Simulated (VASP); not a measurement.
# CdS (Hawleyite) (P1) in VASP: further runs

CdS (Hawleyite) is run at these levels: PBE; tasks: single point.

All numbers are computed with VASP 6.6.1; they aren't measurements. Logs are shortened: lines on timing, memory, paths and dates and some standing lists are left out, and cuts for length are marked.

## (1) The cell of the first run

The typed cell holds 2 atoms: a = 4.009 Å, b = 4.177 Å, c = 4.070 Å, α = 57.57°, β = 58.84°, γ = 57.95°.

## (2) Single point, PBE

File INCAR:

```
SYSTEM = CdS
ALGO = Normal
EDIFF = 1E-6
ENCUT = 520
GGA = PE
ISIF = 2
ISMEAR = 0
LASPH = .True.
LCHARG = .True.
LELF = .True.
LREAL = .False.
LVHAR = .True.
LWAVE = .False.
NBANDS = 16
NELM = 100
PREC = Accurate
SIGMA = 0.01
```

File KPOINTS:

```
k-points
0
Gamma
  4 4 4
  0 0 0
```

File POSCAR:

```
CdS
1.0
    0.1092100000      2.7946300000      2.8727300000
    2.9731000000      0.0482800000      2.9336600000
    2.9353200000      2.8177700000      0.0860700000
Cd S
1 1
Direct
    0.9986200000      0.0004500000      0.0030200000
    0.2529100000      0.2465500000      0.2501600000
```

Potentials or basis: VASP PAW PBE potentials, release 64 (Cd, S).

The run is started by

```sh
> cat potpaw_PBE.64/Cd/POTCAR potpaw_PBE.64/S/POTCAR > POTCAR
> mpirun -np 1 vasp_std > vasp.out
```

OUTCAR:

```text
SYSTEM = CdS
   EDIFF = 1E-6
   ENCUT = 520
   GGA = PE
   ISIF = 2
   ISMEAR = 0
   LASPH = .True.
   LREAL = .False.
   NELM = 100
   PREC = Accurate

 ion  position               nearest neighbor table
   1  0.999  0.000  0.003-   2 2.40   2 2.45   2 2.49   2 2.53
   2  0.253  0.247  0.250-   1 2.40   1 2.45   1 2.49   1 2.53

  LATTYP: Found a triclinic cell.
 ALAT       =     6.9683593206
 B/A-ratio  =     0.5840411033
 C/A-ratio  =     2.3330346980
 COS(alpha) =     0.0004532162
 COS(beta)  =     0.4824903162
 COS(gamma) =     0.8703924826

  Lattice vectors:

 A1 = (   5.7614300000,   2.8409100000,  -2.7005900000)
 A2 = (   2.9353200000,   2.8177700000,   0.0860700000)
 A3 = (   8.2976900000,  -8.2893300000, -11.2578500000)

Analysis of symmetry for initial positions (statically):
=====================================================================
 Subroutine PRICEL returns:
 Original cell was already a primitive cell.

 Routine SETGRP: Setting up the symmetry group for a
 triclinic supercell.

 Subroutine GETGRP returns: Found  1 space group operations
 (whereof  1 operations were pure point group operations)
 out of a pool of  2 trial point group operations.

The static configuration has the point symmetry C_1 .

Analysis of symmetry for dynamics (positions and initial velocities):
=====================================================================
 Subroutine PRICEL returns:
 Original cell was already a primitive cell.

 Routine SETGRP: Setting up the symmetry group for a
 triclinic supercell.

 Subroutine GETGRP returns: Found  1 space group operations
 (whereof  1 operations were pure point group operations)
 out of a pool of  2 trial point group operations.

The dynamic configuration has the point symmetry C_1 .

 Subroutine INISYM returns: Found  1 space group operations
 (whereof  1 operations are pure point group operations),
 and found     1 'primitive' translations

----------------------------------------------------------------------------------------

                                     Primitive cell

  volume of cell :      46.1070

  direct lattice vectors                    reciprocal lattice vectors
     0.109210000  2.794630000  2.872730000    -0.179196847  0.181216335  0.178623637
     2.973100000  0.048280000  2.933660000     0.170346448 -0.182683487  0.171241021
     2.935320000  2.817770000  0.086070000     0.174806516  0.178292534 -0.180090814

  length of vectors
     4.009296860  4.177082183  4.069808266     0.311219012  0.302844277  0.307860759

  position of ions in fractional coordinates (direct lattice)
     0.998620000  0.000450000  0.003020000
     0.252910000  0.246550000  0.250160000

  ion indices of the primitive-cell ions
   primitive index   ion index
                 1           1
                 2           2

----------------------------------------------------------------------------------------

 KPOINTS: k-points

Automatic generation of k-mesh.
 Grid dimensions read from file:
 generate k-points for:    4    4    4

 Generating k-lattice:

  Cartesian coordinates                     Fractional coordinates (reciprocal lattice)
    -0.044799212  0.045304084  0.044655909     0.250000000  0.000000000 -0.000000000
     0.042586612 -0.045670872  0.042810255     0.000000000  0.250000000  0.000000000
     0.043701629  0.044573133 -0.045022703     0.000000000 -0.000000000  0.250000000

  Length of vectors
     0.077804753  0.075711069  0.076965190

  Shift w.r.t. Gamma in fractional coordinates (k-lattice)
     0.000000000  0.000000000  0.000000000

 Subroutine IBZKPT returns following result:
 ===========================================

 Found     36 irreducible k-points:

 Following reciprocal coordinates:
            Coordinates               Weight
  0.000000  0.000000  0.000000      1.000000
  0.250000  0.000000  0.000000      2.000000
  0.500000  0.000000  0.000000      1.000000
 -0.000000  0.250000 -0.000000      2.000000
  0.250000  0.250000 -0.000000      2.000000
  0.500000  0.250000  0.000000      2.000000
[... 16 lines left out ...]
  0.000000 -0.250000  0.250000      2.000000
  0.250000 -0.250000  0.250000      2.000000
 [... further k-points ...]
   k-points           NKPTS =     36   k-points in BZ     NKDIM =     36   number of bands    NBANDS=     16
   number of dos      NEDOS =    301   number of ions     NIONS =      2
   total plane-waves  NPLWV =  28800
   dimension x,y,z NGX =    30 NGY =   32 NGZ =   30
   dimension x,y,z NGXF=    60 NGYF=   64 NGZF=   60
   ions per type =               1   1
   NGX,Y,Z   is equivalent  to a cutoff of  12.44, 12.74, 12.25 a.u.
   NGXF,Y,Z  is equivalent  to a cutoff of  24.88, 25.47, 24.51 a.u.
 SYSTEM =  CdS
   PREC   = accura    normal or accurate (medium, high low for compatibility)
   ISTART =      0    job   : 0-new  1-cont  2-samecut
   ICHARG =      2    charge: 1-file 2-atom 10-const
   ISPIN  =      1    spin polarized calculation?
   LNONCOLLINEAR =      F non collinear calculations
   LSORBIT =      F    spin-orbit coupling
   LASPH  =      T    aspherical Exc in radial PAW
   ENCUT  =  520.0 eV  38.22 Ry    6.18 a.u.   7.45  7.77  7.57*2*pi/ulx,y,z
   NELM   =    100;   NELMIN=  2; NELMDL= -5     # of ELM steps
   EDIFF  = 0.1E-05   stopping-criterion for ELM
   LREAL  =      F    real-space projection
   EDIFFG = 0.1E-04   stopping-criterion for IOM
   NSW    =      0    number of steps for IOM
   IBRION =     -1    ionic relax: 0-MD 1-quasi-New 2-CG
   NFREE  =      0    steps in history (QN), initial steepest desc. (CG)
   ISIF   =      2    stress and relaxation
   ISYM   =      2    0-nonsym 1-usesym 2-fastsym
   POTIM  = 0.5000    time-step for ionic-motion
   TEBEG  =    0.0;   TEEND  =   0.0 temperature during run
   PSTRESS=    0.0 pullay stress
   NELECT =      18.0000    total number of electrons
   NUPDOWN=      -1.0000    fix difference up-down
   EMIN   =  10.00;   EMAX   =-10.00  energy-range for DOS
   EFERMI =   0.00;   METHOD = LEGACY
   ISMEAR =     0;   SIGMA  =   0.01  broadening in eV -4-tet -1-fermi 0-gaus
   EFERMI_NEDOS =   21; number of points for ismear=-14 and -15
   IALGO  =     38    algorithm
   IMIX   =      4    mixing-type and parameters
     AMIX     =   0.40;   BMIX     =  1.00
     AMIX_MAG =   1.60;   BMIX_MAG =  1.00
  volume/ion in A,a.u.               =      23.05       155.57
  Fermi-wavevector in a.u.,A,eV,Ry     =   1.196493  2.261044 19.478037  1.431595
  Thomas-Fermi vector in A             =   2.332432
   LORBIT       =      0    0 simple, 1 ext, 2 COOP (PROOUT), +10 PAW based schemes
   GGA     = PE    functional components
   LHFCALC =     F    Hartree Fock is set to
   AEXX    =    0.0000 exact exchange contribution
   IVDW    =     0    specifies the selected vdW correction
   LEPSILON=     F    determine dielectric tensor
   LRPA    =     F    only Hartree local field effects (RPA)
 non-spin polarized calculation
 Gauss-broadening in eV      SIGMA  =   0.01
  energy-cutoff  :      520.00
  volume of cell :       46.11
 maximum number of plane-waves:      1265
 NGX is ok and might be reduce to    30
   NGX = 15   NGY = 15   NGZ = 15

 number of electron      18.0000000 magnetization

 Free energy of the ion-electron system (eV)
  ---------------------------------------------------
  ext. energy  EPLUGINS =         0.00000000
  ---------------------------------------------------
  free energy    TOTEN  =        -5.91518397 eV

  energy without entropy =       -5.91518397  energy(sigma->0) =       -5.91518397

 E-fermi :   2.1322     XC(G=0):  -9.4894

 val. band max:        2.0685200178   @ k =   0.0000   0.0000   0.0000
 cond. band min:       3.2820982010   @ k =   0.0000   0.0000   0.0000
 fundamental gap:      1.2135781832
 Fermi energy:         2.1322200711

 k-point     1 :       0.0000    0.0000    0.0000
  band No.  band energies     occupation
      1     -10.8564      2.00000
      2      -6.1112      2.00000
      3      -6.0384      2.00000
      4      -6.0272      2.00000
      5      -5.4829      2.00000
      6      -5.4635      2.00000
[... 8 lines left out ...]
     15      13.7370      0.00000
     16      13.9099      0.00000

 k-point     2 :       0.2500    0.0000    0.0000
  band No.  band energies     occupation
      1     -10.5871      2.00000
      2      -5.9408      2.00000
      3      -5.9287      2.00000
      4      -5.8266      2.00000
      5      -5.4806      2.00000
      6      -5.4685      2.00000
[... 8 lines left out ...]
     15      12.7834      0.00000
     16      13.4249      0.00000

 k-point     3 :       0.5000    0.0000    0.0000
  band No.  band energies     occupation
      1     -10.3222      2.00000
      2      -5.8746      2.00000
      3      -5.8579      2.00000
      4      -5.4309      2.00000
      5      -5.4192      2.00000
      6      -4.9896      2.00000
[... 8 lines left out ...]
     15      14.6133      0.00000
     16      14.9498      0.00000

 k-point     4 :      -0.0000    0.2500   -0.0000
  band No.  band energies     occupation
      1     -10.6117      2.00000
      2      -6.0258      2.00000
      3      -5.9618      2.00000
      4      -5.7703      2.00000
      5      -5.4666      2.00000
      6      -5.4634      2.00000
[... 8 lines left out ...]
     15      12.8882      0.00000
     16      13.6403      0.00000
[... 324 lines left out ...]
 k-point    22 :      -0.2500    0.5000    0.2500
  band No.  band energies     occupation
      1     -10.2106      2.00000
      2      -5.8103      2.00000
      3      -5.7229      2.00000
      4      -5.5274      2.00000
      5      -5.4624      2.00000
      6      -4.7261      2.00000
[... 8 lines left out ...]
     15      14.8689      0.00000
     16      15.5658      0.00000

 k-point    23 :       0.0000   -0.2500    0.2500
  band No.  band energies     occupation
      1     -10.3571      2.00000
      2      -5.9180      2.00000
      3      -5.8391      2.00000
      4      -5.5426      2.00000
      5      -5.4818      2.00000
      6      -5.1584      2.00000
[... 8 lines left out ...]
     15      15.0491      0.00000
     16      15.6046      0.00000

 k-point    24 :       0.2500   -0.2500    0.2500
  band No.  band energies     occupation
      1     -10.2806      2.00000
      2      -5.8488      2.00000
      3      -5.8368      2.00000
      4      -5.5891      2.00000
      5      -5.3965      2.00000
      6      -4.9602      2.00000
[... 8 lines left out ...]
     15      15.0036      0.00000
     16      16.2588      0.00000

 [... further k-points ...]

------------------------ aborting loop because EDIFF is reached ----------------------------------------

  FORCE on cell =-STRESS in cart. coord.  units (eV):
  Direction    XX          YY          ZZ          XY          YZ          ZX
  --------------------------------------------------------------------------------------
  -------------------------------------------------------------------------------------
  Total        2.6953702      2.7908596      2.7476302     -0.5529850      0.0923425     -1.1194634
  in kB       93.6617818     96.9799575     95.4777715    -19.2157500      3.2088209    -38.9003835
  external PRESSURE =      95.3731703 kB  Pullay stress =       0.0000000 kB

 VOLUME and BASIS-vectors are now :
 -----------------------------------------------------------------------------
  energy-cutoff  :      520.00
  volume of cell :       46.11
      direct lattice vectors                 reciprocal lattice vectors
     0.109210000  2.794630000  2.872730000    -0.179196847  0.181216335  0.178623637
     2.973100000  0.048280000  2.933660000     0.170346448 -0.182683487  0.171241021
     2.935320000  2.817770000  0.086070000     0.174806516  0.178292534 -0.180090814

 POSITION                                       TOTAL-FORCE (eV/Angst)
 -----------------------------------------------------------------------------------
      0.11926      2.79930      2.87035        -0.106566      0.551044      0.283718
      1.49494      1.42359      1.47137         0.106566     -0.551044     -0.283718
 -----------------------------------------------------------------------------------
    total drift:                                0.000176     -0.000137     -0.000365

  FREE ENERGIE OF THE ION-ELECTRON SYSTEM (eV)
  ---------------------------------------------------
  free  energy   TOTEN  =        -5.9151839665 eV

  energy  without entropy=       -5.9151839665  energy(sigma->0) =       -5.91518397
```

It took 37 s on 1 thread of AMD EPYC 7R13, shared host; peak memory 0.15 GiB.

Results:

| Property | Result |
| --- | --- |
| Free energy | -5.9152 eV |
| Pressure | 9.5 GPa |
| Largest force | 0.629 eV/Å |
| Band gap on the k mesh | 1.21 eV, direct |

Forces in eV/Å, atoms in the order of the input:
```
Cd  -0.107  0.551  0.284
S    0.107 -0.551 -0.284
```

Levels at points of the mesh, in eV from the valence-band top:
| k point | band 5 | band 6 | band 7 | band 8 | band 9 | band 10 | band 11 | band 12 | band 13 | band 14 |
| --- | --- | --- | --- | --- | --- | --- | --- | --- | --- | --- |
| (0.00, 0.00, 0.00) | -7.55 | -7.53 | -0.20 | -0.02 | 0.00 | 1.21 | 6.05 | 6.51 | 6.82 | 11.26 |
| (0.50, 0.00, 0.00) | -7.49 | -7.06 | -4.98 | -1.18 | -0.96 | 2.87 | 6.54 | 7.10 | 7.80 | 11.16 |
| (0.00, 0.50, 0.00) | -7.48 | -7.09 | -4.91 | -0.91 | -0.84 | 3.06 | 6.78 | 7.08 | 7.59 | 11.23 |
| (0.50, 0.50, 0.00) | -7.44 | -7.03 | -4.39 | -2.31 | -2.06 | 3.33 | 4.41 | 9.32 | 11.00 | 11.26 |
| (0.00, 0.00, 0.50) | -7.48 | -7.06 | -4.93 | -1.05 | -0.91 | 2.91 | 6.50 | 7.24 | 7.70 | 11.24 |
| (0.50, 0.00, 0.50) | -7.43 | -6.96 | -4.21 | -2.54 | -2.07 | 3.15 | 4.24 | 9.71 | 10.95 | 11.23 |
| (0.00, 0.50, 0.50) | -7.44 | -7.06 | -4.48 | -2.18 | -2.09 | 3.41 | 4.51 | 9.17 | 11.10 | 11.30 |
| (0.50, 0.50, 0.50) | -7.49 | -7.15 | -4.94 | -0.85 | -0.70 | 3.25 | 7.07 | 7.12 | 7.46 | 11.36 |

Caveat: the k points lie up to 0.49 Å⁻¹ apart.

## (3) Single point, PBE

File INCAR:

```
SYSTEM = CdS
PREC = Accurate
ENCUT = 520
EDIFF = 1E-6
ISMEAR = 0
SIGMA = 0.01
LREAL = .FALSE.
LASPH = .TRUE.
NELM = 80
ALGO = Normal
ISIF = 2
LWAVE = .FALSE.
LCHARG = .FALSE.
GGA = PE
NBANDS = 16
```

File KPOINTS:

```
regular mesh
0
G
  4 4 4
  0 0 0
```

Changes to POSCAR since step 2:

```diff
@@ -9,2 +9,2 @@
     0.9986200000      0.0004500000      0.0030200000
-    0.2529100000      0.2465500000      0.2501600000
+    0.2538031182      0.2474062051      0.2492595459
```

Potentials or basis: VASP PAW PBE potentials, release 64 (Cd, S).

The run is started by

```sh
> cat potpaw_PBE.64/Cd/POTCAR potpaw_PBE.64/S/POTCAR > POTCAR
> mpirun -np 1 vasp_std > vasp.out
```

It took 42 s on 1 thread of AMD EPYC 7R13, shared host; peak memory 0.15 GiB.

It converged, with:

| Quantity | Value |
| --- | --- |
| Free energy | -5.9137 eV |
| Pressure | 9.6 GPa |
| Largest force | 0.649 eV/Å |
| Band gap on the k mesh | 1.22 eV, direct |

Forces in eV/Å, atoms in the order of the input:
```
Cd  -0.116  0.553  0.318
S    0.116 -0.553 -0.318
```

Stress tensor (GPa, compression positive):
```
 9.39 -2.10 -3.90
-2.10  9.72  0.36
-3.90  0.36  9.56
```

Levels at points of the mesh, in eV from the valence-band top:
```tsv
k point	band 5	band 6	band 7	band 8	band 9	band 10	band 11	band 12	band 13	band 14
(0.00, 0.00, 0.00)	-7.55	-7.53	-0.20	-0.01	0.00	1.21	6.05	6.51	6.83	11.26
(0.50, 0.00, 0.00)	-7.49	-7.06	-4.99	-1.19	-0.96	2.87	6.55	7.10	7.80	11.16
(0.00, 0.50, 0.00)	-7.48	-7.09	-4.91	-0.92	-0.84	3.07	6.77	7.09	7.60	11.23
(0.50, 0.50, 0.00)	-7.44	-7.03	-4.39	-2.31	-2.06	3.34	4.41	9.32	11.00	11.26
(0.00, 0.00, 0.50)	-7.48	-7.06	-4.93	-1.05	-0.91	2.91	6.49	7.25	7.69	11.24
(0.50, 0.00, 0.50)	-7.43	-6.96	-4.21	-2.53	-2.07	3.15	4.24	9.71	10.96	11.24
(0.00, 0.50, 0.50)	-7.44	-7.06	-4.48	-2.18	-2.09	3.42	4.51	9.17	11.10	11.30
(0.50, 0.50, 0.50)	-7.49	-7.15	-4.93	-0.85	-0.70	3.24	7.07	7.12	7.46	11.36
```

Caveat: the k points lie up to 0.49 Å⁻¹ apart. A hybrid or GW would open this gap; PBE tends to underestimate it.

(Continued in part 2 of 2.)
